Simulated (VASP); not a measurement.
Set up this calculation in VASP 6.6.1, as the native input.

- Task: single point
- Functional: r2SCAN
- Potentials or basis: VASP PAW PBE potentials, release 64 (I, Li_sv, Sb, O)
- Cutoff: 520 eV
- k mesh: 9 × 9 × 4
- Occupations: fermi-dirac, width 0.1 eV
- Spin: no spin polarisation
- Dipole correction: no
- Further INCAR settings: ALGO = Normal; EDIFF = 1e-07; NBANDS = 31

Crystal: Li2SbIO4.

```xyz
8
Lattice="3.6177 0.0000 0.0000 0.0000 3.6177 0.0000 0.0000 0.0000 8.8728" Properties=species:S:1:pos:R:3 pbc="T T T"
I     0.0000    0.0000    4.4364
Li    1.8089    1.8089    6.5800
Li    1.8089    1.8089    2.2927
Sb    0.0000    0.0000    0.0000
O     1.8089    0.0000    7.6128
O     0.0000    1.8089    7.6128
O     1.8089    0.0000    1.2599
O     0.0000    1.8089    1.2599
```

These files were run (other wordings do the same):

POSCAR

```
Li2SbIO4
1.0
    3.6177020000      0.0000000000      0.0000000000
    0.0000000000      3.6177020000      0.0000000000
    0.0000000000      0.0000000000      8.8727670000
I Li Sb O
1 2 1 4
Direct
    0.0000000000      0.0000000000      0.5000000000
    0.5000000000      0.5000000000      0.7416000000
    0.5000000000      0.5000000000      0.2584000000
    0.0000000000      0.0000000000      0.0000000000
    0.5000000000      0.0000000000      0.8580000000
    0.0000000000      0.5000000000      0.8580000000
    0.5000000000      0.0000000000      0.1420000000
    0.0000000000      0.5000000000      0.1420000000
```

INCAR.step1

```
PREC = Accurate ; ENCUT = 520
ISMEAR = -1 ; SIGMA = 0.1
LREAL = F ; LASPH = T
NELM = 100 ; NBANDS = 31
GGA = PE ; ALGO = Normal
EDIFF = 1E-4 ; LWAVE = T
LCHARG = F
```

INCAR.step2

```
PREC = Accurate ; ENCUT = 520
EDIFF = 1E-7 ; ISMEAR = -1
SIGMA = 0.1 ; LREAL = F
LASPH = T ; NELM = 100
ALGO = Normal ; ISIF = 2
LWAVE = F ; LCHARG = F
METAGGA = R2SCAN ; LMIXTAU = T
NBANDS = 31 ; ISTART = 1
```

KPOINTS

```
Automatic mesh
0
Gamma
  9 9 4
```

Potentials or basis: VASP PAW PBE potentials, release 64 (I, Li_sv, Sb, O).

Command:

```console
$ cat potpaw_PBE.64/I/POTCAR potpaw_PBE.64/Li_sv/POTCAR potpaw_PBE.64/Sb/POTCAR potpaw_PBE.64/O/POTCAR > POTCAR
$ cp INCAR.step1 INCAR
$ mpirun -np 1 vasp_std > vasp.out
$ cp INCAR.step2 INCAR
$ mpirun -np 1 vasp_std > vasp.out
```

Results of the run:

* Largest force: 0.713 eV/Å
* Band gap on the k mesh: zero (bands 21 and 22 overlap by 0.54 eV)

Caveat: the PAW data sets were made with another functional, which shifts forces and pressure a little; spin-orbit coupling is left out, which moves the levels of the heavy elements.

Wall time 8.7 min on 1 thread of Intel(R) Xeon(R) Platinum 8488C (Sapphire Rapids) (shared host), peak memory 0.34 GiB.
